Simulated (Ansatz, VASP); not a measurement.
**One calculation of Pt, two programs**

File POSCAR:

```
Pt
1.0
   -1.5540824410      1.5741813686      1.6120323687
    1.5244463318     -1.5561824035      1.5643972944
    1.5698805097      1.5719804722     -1.5940334037
Pt
1
Direct
    0.0000000000      0.0000000000      0.0000000000
```

File INCAR.step1:

```
ALGO = Normal
EDIFF = 1E-5
ENCUT = 550
GGA = PE
GGA_COMPAT = F
ISMEAR = 0
LASPH = T
LCHARG = F
LREAL = F
LWAVE = T
NBANDS = 11
NELM = 120
PREC = Accurate
SIGMA = 0.15
```

The input INCAR.step2:

```
ALGO = Normal
EDIFF = 1E-6
ENCUT = 550
GGA_COMPAT = F
ISIF = 2
ISMEAR = 0
ISTART = 1
LASPH = T
LCHARG = F
LMIXTAU = T
LREAL = F
LWAVE = F
METAGGA = R2SCAN
NBANDS = 11
NELM = 120
PREC = Accurate
SIGMA = 0.15
```

Contents of KPOINTS:

```
k-points
0
Gamma
  16 16 16
```

Input for Ansatz:

```yaml
crystal:
  lattice:
    - [-1.554082441, 1.5741813686, 1.6120323687]
    - [1.5244463318, -1.5561824035, 1.5643972944]
    - [1.5698805097, 1.5719804722, -1.5940334037]
  atoms:
    - { symbol: Pt, position: [0.0, 0.0, 0.0] }
basis:
  ecutwfc: 500
kpoints:
  mp_grid: { grid: [16, 16, 16] }
hamiltonian:
  xc: r2scan
scf:
  occupations: { method: gaussian, width: 0.15 }
output:
  forces: true
  stress: true
  eigenvalues: true
```

Change from the starting cell: cell sheared at random, sigma 0.01, atoms nudged by 0.01 Å.

Alike in both runs: task single point; functional r2SCAN; k mesh 16 × 16 × 16; occupations gaussian, width 0.15 eV; no spin polarisation.

```csv
,VASP,Ansatz
version,VASP 6.6.1,Ansatz 0.2.0
potentials or method,"VASP PAW PBE potentials, release 64 (Pt), cutoff 550 eV","scalar-relativistic, plane waves, PAW"
valence electrons in the cell,10,18
```

```csv
,VASP,Ansatz,Ansatz less VASP
gap on the k mesh at the Fermi level (eV),none,none,-
pressure (GPa),1.3,0.6,-0.67
"traceless stress, the component that is largest in VASP (GPa)",2.97,2.92,-0.051
```

VASP's potentials were made for PBE, not for r2SCAN. A gap of «none» marks a metal or a gap that the smearing closes. VASP's potentials hold 10 valence electrons a cell and Ansatz's 18, so a difference there can come from the potentials and not from the codes.

Neither program's run includes spin-orbit coupling.
